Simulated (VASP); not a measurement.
Runs of VASP 6.6.1 on Ru. The structure is that of space group P6_3/mmc (No. 194), or close to it. The cells are those of the table. 

```tsv
task	level	potentials or basis	spin	cell	k mesh	cutoff (eV)	smearing	gap on the mesh (eV)	pressure (GPa)	moment (μB)
relaxation of shape and atoms at fixed volume	PBE	VASP PAW PBE potentials, release 64 (Ru_pv)	off	relaxed from a = 2.603, b = 2.603, c = 4.128 Å, angles 90.0, 90.0, 120.0°, 2 atoms	18 × 18 × 10	600	gaussian 0.1 eV	none	54.3	-
single point	PBE	VASP PAW PBE potentials, release 64 (Ru_pv)	off	a = 2.813, b = 2.813, c = 4.420 Å, angles 90.0, 90.0, 120.0°, 2 atoms	18 × 18 × 10	520	gaussian 0.1 eV	none	-23.6	-
single point	PBE	VASP PAW PBE potentials, release 64 (Ru_pv)	off	a = 2.720, b = 2.720, c = 4.297 Å, angles 90.0, 90.0, 120.0°, 2 atoms	18 × 18 × 10	520	gaussian 0.1 eV	none	(c)	-
single point	r2SCAN	VASP PAW PBE potentials, release 64 (Ru_sv)	off	a = 2.720, b = 2.720, c = 4.297 Å, angles 90.0, 90.0, 120.0°, 2 atoms	18 × 18 × 10	660	gaussian 0.1 eV	none	-6.4	-
single point	PBE	VASP PAW PBE potentials, release 64 (Ru_pv)	off	a = 2.662, b = 2.662, c = 4.217 Å, angles 90.0, 90.0, 120.0°, 2 atoms	18 × 18 × 10	520	gaussian 0.1 eV	none	22.4	-
single point	PBE	VASP PAW PBE potentials, release 64 (Ru_pv)	off	a = 2.632, b = 2.632, c = 4.175 Å, angles 90.0, 90.0, 120.0°, 2 atoms	18 × 18 × 10	520	gaussian 0.1 eV	none	36.9	-
single point	PBE	VASP PAW PBE potentials, release 64 (Ru_pv)	off	a = 2.691, b = 2.691, c = 4.257 Å, angles 90.0, 90.0, 120.0°, 2 atoms	18 × 18 × 10	520	gaussian 0.1 eV	none	(a)	-
single point	PBE	VASP PAW PBE potentials, release 64 (Ru_pv)	non-collinear, zero start, SOC	a = 2.720, b = 2.720, c = 4.297 Å, angles 90.0, 90.0, 120.0°, 2 atoms	18 × 18 × 10	520	gaussian 0.1 eV	-	0.2	0.00
single point	PBE	VASP PAW PBE potentials, release 64 (Ru_pv)	non-collinear, zero start, SOC	a = 2.638, b = 2.638, c = 4.179 Å, angles 90.0, 90.0, 120.0°, 2 atoms	18 × 18 × 10	500	fermi-dirac 0.15 eV	-	35.3	0.00
single point	PBE	VASP PAW PBE potentials, release 64 (Ru_pv)	off	a = 2.706, b = 2.706, c = 4.282 Å, angles 90.0, 90.0, 120.0°, 2 atoms	6 × 6 × 4	520	gaussian 0.1 eV	none	5.2	-
single point	PBE	VASP PAW PBE potentials, release 64 (Ru_pv)	off	a = 2.720, b = 2.720, c = 4.297 Å, angles 90.0, 90.0, 120.0°, 2 atoms	24 × 24 × 14	520	gaussian 0.15 eV	none	(b)	-
```

Fill in the values left out.

(a) 10.1; (b) 0.0; (c) -0.1.

Caveats: some runs use coarse meshes; the cell stands under pressure (at least some runs); the cell stands under tension (at least some runs); the PAW data sets were made with another functional, which shifts forces and pressure a little (at least some runs).

A k mesh can miss the band edges, and rows without SOC leave out spin-orbit coupling on Ru.

A gap of «none» marks levels without a gap at the run's occupations.

The runs don't all hold the same shells in valence.
